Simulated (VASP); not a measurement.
A run of VASP 6.6.1 is set up as follows.

File INCAR:

```
PREC = Accurate ; ENCUT = 520
EDIFF = 1E-6 ; ISMEAR = -1
SIGMA = 0.05 ; LREAL = F
LASPH = T ; NELM = 100
ALGO = Normal ; ISIF = 2
LWAVE = F ; LCHARG = F
GGA = PS ; NBANDS = 30
```

Contents of KPOINTS:

```
regular mesh
0
Gamma
  6 6 6
```

File POSCAR:

```
In3Se
1.0
    4.8037580000      0.0000000000      0.0000000000
    0.0000000000      4.8037580000      0.0000000000
    0.0000000000      0.0000000000      4.8037580000
In Se
3 1
Direct
    0.5000000000      0.5000000000      0.0000000000
    0.5000000000      0.0000000000      0.5000000000
    0.0000000000      0.5000000000      0.5000000000
    0.0000000000      0.0000000000      0.0000000000
```

Potentials or basis: VASP PAW PBE potentials, release 64 (In_d, Se).

The run is started by

```sh
$ cat potpaw_PBE.64/In_d/POTCAR potpaw_PBE.64/Se/POTCAR > POTCAR
$ mpirun -np 1 vasp_std > vasp.out
```

Task: Estimate the pressure.

Result: -3.0 GPa.

Caveat: the PAW data sets were made with another functional, which shifts forces and pressure a little.
